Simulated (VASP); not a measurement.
A run of VASP 6.6.1:

File INCAR:

```
SYSTEM = Rb4O
ALGO = Normal
EDIFF = 1E-7
ENCUT = 520
GGA = PE
ISIF = 2
ISMEAR = 0
ISPIN = 2
LASPH = .True.
LCHARG = .True.
LELF = .True.
LORBIT = 11
LREAL = .False.
LVHAR = .True.
LWAVE = .False.
MAGMOM = 0 0 0 0 1
NBANDS = 33
NELM = 150
PREC = Accurate
SIGMA = 0.1
```

Contents of KPOINTS:

```
k-points
0
Gamma
  4 4 4
  0 0 0
```

POSCAR

```
Rb4O
1.0
   -3.7872047100      3.7872047100      3.3875875800
    3.7872047100     -3.7872047100      3.3875875800
    3.7872047100      3.7872047100     -3.3875875800
Rb O
4 1
Direct
    0.5000000000      0.2344711200      0.7344711200
    0.5000000000      0.7655288800      0.2655288800
    0.2344711200      0.5000000000      0.7344711200
    0.7655288800      0.5000000000      0.2655288800
    0.5000000000      0.5000000000      0.0000000000
```

Potentials or basis: VASP PAW PBE potentials, release 64 (Rb_sv, O).

Launch:

```bash
$ cat potpaw_PBE.64/Rb_sv/POTCAR potpaw_PBE.64/O/POTCAR > POTCAR
$ mpirun -np 1 vasp_std > vasp.out
```

Hardware: 1 thread of Intel(R) Xeon(R) Platinum 8488C (Sapphire Rapids), with other jobs on the host.

Question: Estimate the wall time of this run.

Answer: Run time: 2.8 min on 1 thread of Intel(R) Xeon(R) Platinum 8488C (Sapphire Rapids), with other jobs on the host, peak memory 0.44 GiB. Counts: scf iterations 20, k points 13.
